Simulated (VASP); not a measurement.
Here is a VASP 6.6.1 calculation.

File INCAR:

```
PREC = Accurate
ENCUT = 500
EDIFF = 1E-6
ISMEAR = -1
SIGMA = 0.05
LREAL = False
LASPH = True
NELM = 120
ALGO = Normal
ISIF = 2
LWAVE = False
LCHARG = False
GGA = PE
NBANDS = 12
GGA_COMPAT = False
```

The input KPOINTS:

```
Automatic mesh
0
Gamma
  7 7 6
```

POSCAR

```
SiSe
1.0
    3.5592480000      0.0000000000      0.0000000000
   -1.7796240000      3.0823947000      0.0000000000
    0.0000000000      0.0000000000      3.5987300000
Si Se
1 1
Direct
    0.6666700000      0.3333300000      0.5000000000
    0.0000000000      0.0000000000      0.0000000000
```

Potentials or basis: VASP PAW PBE potentials, release 64 (Si, Se).

Run with:

```bash
$ cat potpaw_PBE.64/Si/POTCAR potpaw_PBE.64/Se/POTCAR > POTCAR
$ mpirun -np 1 vasp_std > vasp.out
```

(1) Predict the band gap on the k mesh.

(2) Estimate the pressure.

## Answers

(1) zero (band 5 reaches 8.05 eV, above the bottom of band 6 at 4.60 eV).

(2) 0.5 GPa.
